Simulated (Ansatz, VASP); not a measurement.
Zn5O in VASP and in Ansatz

```
Zn O
1.0
     2.97669    0.00000    0.00000
    -1.48834    2.57789    0.00000
     0.00000    0.00000   10.93427
Zn O
5 1
Cartesian
  0.0000 0.0000 9.5756
  1.4883 0.8593 7.4911
  0.0000 0.0000 5.4671
  1.4883 0.8593 3.4431
  0.0000 0.0000 1.3586
  1.4883 0.8593 0.0000
```

Change from the starting cell: species swapped into the LiMg5 type (P-6m2, No. 187).

Alike in both runs: functional PBE; k mesh 6 × 6 × 2; occupations gaussian, width 0.1 eV; collinear spin.

Ansatz relaxed the structure, and its values are those at the end. VASP's run is a single point on that final structure, the one shown.

|  | VASP | Ansatz |
| --- | --- | --- |
| version | VASP 6.6.1 | Ansatz 0.2.0 |
| potentials or method | VASP PAW PBE potentials, release 64 (Zn, O), cutoff 520 eV | scalar-relativistic, plane waves, PAW |
| valence electrons in the cell | 66 | 66 |

Ansatz gave:

* gap on the k mesh at the Fermi level (eV): none
* pressure (GPa): -0.2
* rms of the force components (eV/Å): 0.005
* net moment per atom (μB): 0.00

Problem. What did VASP give for the same quantities?

Solution. gap on the k mesh at the Fermi level (eV): none; pressure (GPa): 0.2; rms of the force components (eV/Å): 0.017; net moment per atom (μB): 0.00.

A gap of «none» marks a metal or a gap that the smearing closes. Ansatz's warnings: seeded moment not kept.

The k mesh is coarse, so the values compare programs but aren't converged.
